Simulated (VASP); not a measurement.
**AlNi3: single point with PBEsol**

The system is AlNi3.

```xyz
4
Lattice="3.5895 0.0000 0.0000 0.0000 3.5895 0.0000 0.0000 0.0000 3.5895" Properties=species:S:1:pos:R:3 pbc="T T T"
Al    0.0000    0.0000    0.0000
Ni    0.0000    1.7947    1.7947
Ni    1.7947    0.0000    1.7947
Ni    1.7947    1.7947    0.0000
```

This cell differs from its parent crystal: equal strain along all axes, cell held: +2.0 %.

| Quantity | Value |
| --- | --- |
| Program | VASP 6.6.1 |
| Task | single point |
| Functional | PBEsol |
| Potentials or basis | VASP PAW PBE potentials, release 64 (Al, Ni) |
| Cutoff | 520 eV |
| k mesh | 14 × 14 × 14 |
| Occupations | gaussian, width 0.1 eV |
| Spin | collinear spin, ferromagnetic start |
| Starting moments | [0.0, 0.28, 0.28, 0.28] μB |
| Dipole correction | no |
| Further INCAR settings | ALGO = Normal; EDIFF = 1e-06; NBANDS = 28 |

```
Pressure                                              : -10.3 GPa
Net moment                                            : 0.70 μB per cell
Site moments                                          : Al -0.01; Ni +0.25 μB
Valence electrons inside the program's atomic spheres : Al 0.78; Ni 9.35
```

Levels at points of the mesh, in eV from the Fermi level:
Spin up:
| k point | band 15 | band 16 | band 17 | band 18 | band 19 | band 20 |
| --- | --- | --- | --- | --- | --- | --- |
| (0.00, 0.00, 0.00) | -0.08 | -0.08 | 0.86 | 0.86 | 0.86 | 6.41 |
| (0.50, 0.00, 0.00) | -1.00 | -0.48 | -0.08 | 5.38 | 5.38 | 5.48 |
| (0.50, 0.50, 0.00) | -0.95 | -0.93 | -0.55 | 0.81 | 0.81 | 7.97 |
| (0.50, 0.50, 0.50) | -1.02 | -0.24 | -0.24 | -0.24 | -0.15 | 3.24 |
Spin down:
```
           k point  band 13  band 14  band 15  band 16  band 17  band 18  band 19  band 20
(0.00, 0.00, 0.00)     0.02     0.32     0.32     0.32     0.84     0.84     0.84     6.50
(0.50, 0.00, 0.00)    -0.88    -0.88    -0.77    -0.28     0.32     5.44     5.44     5.53
(0.50, 0.50, 0.00)    -1.06    -1.02    -0.73    -0.57    -0.41     1.08     1.08     8.00
(0.50, 0.50, 0.50)    -1.07    -0.83    -0.83    -0.17     0.10     0.10     0.10     3.34
```

Wall time 8.2 min on 1 thread of Oxide Virtual Turin-like Processor, on a shared host, peak memory 0.3 GiB.

Caveat: the cell differs from its parent crystal (equal strain along all axes, cell held: +2.0 %); the cell stands under tension; the PAW data sets were made with another functional, which shifts forces and pressure a little.
